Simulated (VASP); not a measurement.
**Ca: relaxation of cell and atoms with LDA**

Crystal: Ca.

```
CELL_PARAMETERS angstrom
0.00000 2.66938 2.66938
2.66938 0.00000 2.66938
2.66938 2.66938 0.00000
ATOMIC_POSITIONS crystal
Ca 0.00000 0.00000 0.00000
```

| Item | Value |
| --- | --- |
| Program | VASP 6.6.1 |
| Task | relaxation of cell and atoms |
| Functional | LDA |
| Potentials or basis | VASP PAW LDA potentials, release 64 (Ca_sv) |
| Cutoff | 600 eV |
| k mesh | 14 × 14 × 14 |
| Occupations | gaussian, width 0.1 eV |
| Spin | no spin polarisation |
| Dipole correction | no |
| Further INCAR settings | ALGO = Normal; EDIFF = 1e-06; IBRION = 2; EDIFFG = -0.005; NSW = 100; ISIF = 3 |

```
Pressure after relaxing : 0.0 GPa
Band gap on the k mesh  : zero (band 5 reaches 2.29 eV, above the bottom of band 6 at 2.19 eV)
```

Final structure:
```
Ca
1.0
     0.00000    2.66938    2.66938
     2.66938    0.00000    2.66938
     2.66938    2.66938    0.00000
Ca
1
Direct
  0.00000 0.00000 0.00000
```

Levels at points of the mesh, in eV from the Fermi level:
| k point | band 2 | band 3 | band 4 | band 5 | band 6 | band 7 | band 8 | band 9 |
| --- | --- | --- | --- | --- | --- | --- | --- | --- |
| (0.00, 0.00, 0.00) | -22.53 | -22.53 | -22.53 | -4.21 | 2.34 | 2.34 | 2.34 | 3.54 |
| (0.50, 0.00, 0.00) | -22.74 | -22.56 | -22.56 | -1.09 | -0.02 | 2.21 | 2.21 | 4.32 |
| (0.50, 0.50, 0.00) | -22.73 | -22.61 | -22.61 | -0.61 | 0.42 | 1.20 | 4.32 | 4.53 |

Wall time 30 s on 1 thread of Intel Xeon 6975P-C, with other jobs on the host, peak memory 0.18 GiB.

Caveat: the relaxation stopped at its first step, so nothing moved.
